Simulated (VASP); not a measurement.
A run of VASP 6.6.1:

The input INCAR:

```
SYSTEM = ZrO2
PREC = Accurate
ENCUT = 600
EDIFF = 1E-6
ISMEAR = -1
SIGMA = 0.02
LREAL = .False.
LASPH = .True.
NELM = 120
ALGO = Normal
ISIF = 2
LWAVE = .False.
LCHARG = .False.
GGA = PE
NBANDS = 19
GGA_COMPAT = .False.
```

The input KPOINTS:

```
regular mesh
0
Gamma
  6 6 6
  0 0 0
```

POSCAR

```
ZrO2
1.0
    0.0000000000      2.5265500000      2.5350000000
    2.5265500000      0.0000000000      2.5350000000
    2.5265500000      2.5265500000      0.0000000000
Zr O
1 2
Direct
    0.0000000000      0.0000000000      0.0000000000
    0.2500000000      0.2500000000      0.2500000000
    0.7500000000      0.7500000000      0.7500000000
```

Potentials or basis: VASP PAW PBE potentials, release 64 (Zr_sv, O).

Command:

```bash
$ cat potpaw_PBE.64/Zr_sv/POTCAR potpaw_PBE.64/O/POTCAR > POTCAR
$ mpirun -np 1 vasp_std > vasp.out
```

Hardware: 1 thread of AMD EPYC 7R43 64-Core Processor (Zen 3), with other jobs on the host.

Question: Estimate the wall time of this run.

Answer: Wall time 40 s on 1 thread of AMD EPYC 7R43 64-Core Processor (Zen 3), with other jobs on the host, peak memory 0.14 GiB. Counts: scf iterations 15, k points 30.
